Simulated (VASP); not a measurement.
Here is a VASP 6.6.1 calculation.

The input POSCAR:

```
MoSe
1.0
    0.0000000000      2.8928795100      2.8928795100
    2.8928795100      0.0000000000      2.8928795100
    2.8928795100      2.8928795100      0.0000000000
Mo Se
1 1
Direct
    0.0000000000      0.0000000000      0.0000000000
    0.5000000000      0.5000000000      0.5000000000
```

File INCAR.step1:

```
SYSTEM = MoSe
PREC = Accurate ; ENCUT = 520
EDIFF = 1E-5 ; ISMEAR = -1
SIGMA = 0.05 ; LREAL = .False.
LASPH = .True. ; NELM = 80
ALGO = Normal ; ISIF = 2
LWAVE = .True. ; LCHARG = .False.
NBANDS = 17 ; GGA = PE
```

The input INCAR.step2:

```
SYSTEM = MoSe
PREC = Accurate ; ENCUT = 520
EDIFF = 1E-7 ; ISMEAR = -1
SIGMA = 0.05 ; LREAL = .False.
LASPH = .True. ; NELM = 80
ALGO = Normal ; ISIF = 2
LWAVE = .False. ; LCHARG = .False.
GGA = PE ; LHFCALC = .True.
AEXX = 0.25 ; PRECFOCK = Normal
NBANDS = 17 ; ISTART = 1
```

File KPOINTS:

```
Automatic mesh
0
Gamma
  4 4 4
  0 0 0
```

Potentials or basis: VASP PAW PBE potentials, release 64 (Mo_sv, Se).

The run is started by

```console
$ cat potpaw_PBE.64/Mo_sv/POTCAR potpaw_PBE.64/Se/POTCAR > POTCAR
$ cp INCAR.step1 INCAR
$ mpirun -np 1 vasp_std > vasp.out
$ cp INCAR.step2 INCAR
$ mpirun -np 1 vasp_std > vasp.out
```

Problem. What does it give for the band gap on the k mesh?

Solution. Zero (bands 10 and 11 overlap by 1.86 eV).

Problem. Predict the pressure.

Solution. -24.7 GPa.

Caveat: the k points lie up to 0.47 Å⁻¹ apart, too coarse for converged energies and pressures of a metal; the PAW data sets were made with another functional, which shifts forces and pressure a little.
